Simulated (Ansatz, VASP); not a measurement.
# One calculation of Sb, two programs

File POSCAR:

```
Sb
1.0
    3.0881924932      0.0000000000      0.0000000000
    0.0000000000      3.0881924932      0.0000000000
    0.0000000000      0.0000000000      3.0881924932
Sb
1
Direct
    0.0000000000      0.0000000000      0.0000000000
```

File INCAR.step1:

```
SYSTEM = Sb
PREC = Accurate
ENCUT = 600
ISMEAR = -1
SIGMA = 0.15
LREAL = .FALSE.
LASPH = .TRUE.
NELM = 80
GGA = PE
ALGO = Normal
EDIFF = 1E-4
LWAVE = .TRUE.
LCHARG = .FALSE.
```

File INCAR.step2:

```
SYSTEM = Sb
PREC = Accurate
ENCUT = 600
EDIFF = 1E-6
ISMEAR = -1
SIGMA = 0.15
LREAL = .FALSE.
LASPH = .TRUE.
NELM = 80
ALGO = Normal
ISIF = 3
LWAVE = .FALSE.
LCHARG = .FALSE.
METAGGA = R2SCAN
LMIXTAU = .TRUE.
IBRION = 2
NSW = 80
EDIFFG = -0.001
ISTART = 1
```

Contents of KPOINTS:

```
Automatic mesh
0
G
  18 18 18
  0 0 0
```

Input for Ansatz:

```yaml
crystal:
  lattice:
    - [3.0881924932, 0.0, 0.0]
    - [0.0, 3.0881924932, 0.0]
    - [0.0, 0.0, 3.0881924932]
  atoms:
    - { symbol: Sb, position: [0.0, 0.0, 0.0] }
basis:
  ecutwfc: 600.0
kpoints:
  mp_grid: { grid: [18, 18, 18] }
hamiltonian:
  xc: r2scan
  pseudopotentials: { kind: paw, azcp: { folder: soft_1 } }
scf:
  occupations: { method: fermi_dirac, width: 0.15 }
output:
  forces: true
  stress: true
  eigenvalues: true
relax:
  adjacent_minimum: "off"
  f_tol: 0.001
  max_steps: 60
  cell: { stress_tol: 0.01 }
```

Alike in both runs: task relaxation of cell and atoms; functional r2SCAN; k mesh 18 × 18 × 18; occupations fermi-dirac, width 0.15 eV; no spin polarisation.

|  | VASP | Ansatz |
| --- | --- | --- |
| version | VASP 6.6.1 | Ansatz 0.2.0 |
| potentials or method | VASP PAW PBE potentials, release 64 (Sb), cutoff 600 eV | scalar-relativistic, plane waves, PAW |
| valence electrons in the cell | 5 | 15 |

Ansatz gave:

- gap on the k mesh at the Fermi level, each at its own relaxed structure (eV): none
- relaxed volume (Å³/atom): 29.48
- relaxed cell length with the largest relative difference (Å): 3.089

Estimate VASP's values.

gap on the k mesh at the Fermi level, each at its own relaxed structure (eV): none; relaxed volume (Å³/atom): 29.47; relaxed cell length with the largest relative difference (Å): 3.089.

VASP's potentials were made for PBE, not for r2SCAN. A gap of «none» marks a metal or a gap that the smearing closes. VASP's potentials hold 5 valence electrons a cell and Ansatz's 15, so a difference there can come from the potentials and not from the codes.

Spin-orbit coupling is off throughout.
